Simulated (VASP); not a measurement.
Write the native input for VASP 6.6.1 that does the following.

```
Task                   : single point
Functional             : PBE
Potentials or basis    : VASP PAW PBE potentials, release 64 (Cd, S)
Cutoff                 : 500 eV
k mesh                 : 9 × 9 × 10
Occupations            : gaussian, width 0.02 eV
Spin                   : no spin polarisation
Dipole correction      : no
Further INCAR settings : ALGO = Normal; EDIFF = 1e-06; NBANDS = 16; ISYM = 0
```

The structure of CdS lies in POSCAR:

```
CdS
1.0
    4.2144047889      0.0000000000     -0.0000028512
   -2.1072023945      3.6497816090      0.0000028512
    2.1072000955     -1.2165925423      3.4059527960
Cd S
1 1
Direct
    0.0006822238     -0.0006822238     -0.0020460829
    0.7493177762      0.2506822238      0.7520460829
```

The input as run:

INCAR

```
PREC = Accurate ; ENCUT = 500
EDIFF = 1E-6 ; ISMEAR = 0
SIGMA = 0.02 ; LREAL = F
LASPH = T ; NELM = 120
ALGO = Normal ; ISIF = 2
LWAVE = F ; LCHARG = F
GGA = PE ; ISYM = 0
NBANDS = 16 ; GGA_COMPAT = F
```

KPOINTS

```
Automatic mesh
0
Gamma
  9 9 10
```

Potentials or basis: VASP PAW PBE potentials, release 64 (Cd, S).

Command:

```bash
$ cat potpaw_PBE.64/Cd/POTCAR potpaw_PBE.64/S/POTCAR > POTCAR
$ mpirun -np 1 vasp_std > vasp.out
```

Results of the run:

| Item | Value |
| --- | --- |
| Pressure | -0.1 GPa |
| Band gap on the k mesh | 1.00 eV, direct |

Wall time 7.8 min on 1 thread of AMD EPYC 7R13 (shared host), peak memory 0.39 GiB.
